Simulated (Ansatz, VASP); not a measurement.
# Two plane-wave programs on In

```
In
1.0
    -1.97665    1.97665    1.88253
     1.97665   -1.97665    1.88253
     1.78840    1.78840   -1.88253
In
1
Direct
  0.00000 0.00000 0.00000
```

Change from the starting cell: strain -0.1000 x Voigt [0, 0, 0, 0, 0, 1], atoms carried along.

Alike in both runs: task single point; functional PBE; k mesh 18 × 18 × 18; occupations gaussian, width 0.15 eV; no spin polarisation.

|  | VASP | Ansatz |
| --- | --- | --- |
| version | VASP 6.6.1 | Ansatz 0.2.0 |
| potentials or method | VASP PAW PBE potentials, release 64 (In_d), cutoff 520 eV | scalar-relativistic, plane waves, PAW |
| valence electrons in the cell | 13 | 13 |

Ansatz gave:

| Quantity | Value |
| --- | --- |
| gap on the k mesh at the Fermi level (eV) | none |
| pressure (GPa) | 1.9 |
| traceless stress, the component that is largest in VASP (GPa) | 1.33 |

Task: Which values does VASP return?

Result: gap on the k mesh at the Fermi level (eV): none; pressure (GPa): 1.8; traceless stress, the component that is largest in VASP (GPa): 1.34.

A gap of «none» marks a metal or a gap that the smearing closes.
